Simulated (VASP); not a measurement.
Set up this calculation in VASP 6.6.1, as the native input.

```
Task                   : relaxation of cell and atoms
Functional             : PBE
Potentials or basis    : VASP PAW PBE potentials, release 64 (Sn_d, Se)
Cutoff                 : 500 eV
k mesh                 : 6 × 6 × 6
Occupations            : fermi-dirac, width 0.02 eV
Spin                   : no spin polarisation
Target pressure        : 20 GPa
Dipole correction      : no
Further INCAR settings : ALGO = Normal; EDIFF = 1e-07; IBRION = 2; EDIFFG = -0.02; NSW = 80; ISIF = 3
```

The structure of SnSe2 lies in POSCAR:

```
SnSe2
1.0
    0.0000000000      3.2250000000      3.2250000000
    3.2250000000      0.0000000000      3.2250000000
    3.2250000000      3.2250000000      0.0000000000
Sn Se
1 2
Direct
    0.0000000000      0.0000000000      0.0000000000
    0.2500000000      0.2500000000      0.2500000000
    0.7500000000      0.7500000000      0.7500000000
```

One way to write it, as run:

INCAR

```
SYSTEM = SnSe2
PREC     = Accurate       ! precision mode
ENCUT    = 500            ! plane-wave cutoff, eV
EDIFF    = 1E-7           ! SCF threshold, eV
ISMEAR   = -1             ! smearing method
SIGMA    = 0.02           ! smearing width, eV
LREAL    = .False.        ! projectors in reciprocal space
LASPH    = .True.         ! aspherical terms in the spheres
NELM     = 120            ! most SCF steps
ALGO     = Normal         ! electronic algorithm
ISIF     = 3              ! what is computed and relaxed
LWAVE    = .False.        ! write WAVECAR
LCHARG   = .False.        ! write CHGCAR
GGA      = PE             ! functional
IBRION   = 2              ! ionic algorithm
NSW      = 80             ! ionic steps
EDIFFG   = -0.02          ! ionic threshold
PSTRESS  = 200.0        
GGA_COMPAT= .False.      
NELMIN   = 4
```

KPOINTS

```
regular mesh
0
Gamma
  6 6 6
  0 0 0
```

Potentials or basis: VASP PAW PBE potentials, release 64 (Sn_d, Se).

The run is started by

```console
$ cat potpaw_PBE.64/Sn_d/POTCAR potpaw_PBE.64/Se/POTCAR > POTCAR
$ mpirun -np 1 vasp_std > vasp.out
```

Results of the run:

The relaxed volume is 21.37 Å³/atom. The relaxed cell is a = 4.493 Å, b = 4.493 Å, c = 4.493 Å, α = 60.00°, β = 60.00°, γ = 60.00° and the space group after relaxing (to 0.1 Å) is Fm-3m (No. 225). The energy change on relaxing (the run minimises the enthalpy) is +106.0 meV/atom, the ionic steps are 3 and the pressure after relaxing is 19.9 GPa. The band gap on the k mesh is zero (bands 13 and 14 overlap by 2.45 eV).

Caveat: the cell is relaxed towards a set pressure, so the run minimises the enthalpy, not the energy; spin-orbit coupling is left out, which moves the levels of the heavy elements.

Wall time 25 s on 1 thread of Intel(R) Xeon(R) 6975P-C (Granite Rapids), on a shared host, peak memory 0.22 GiB.
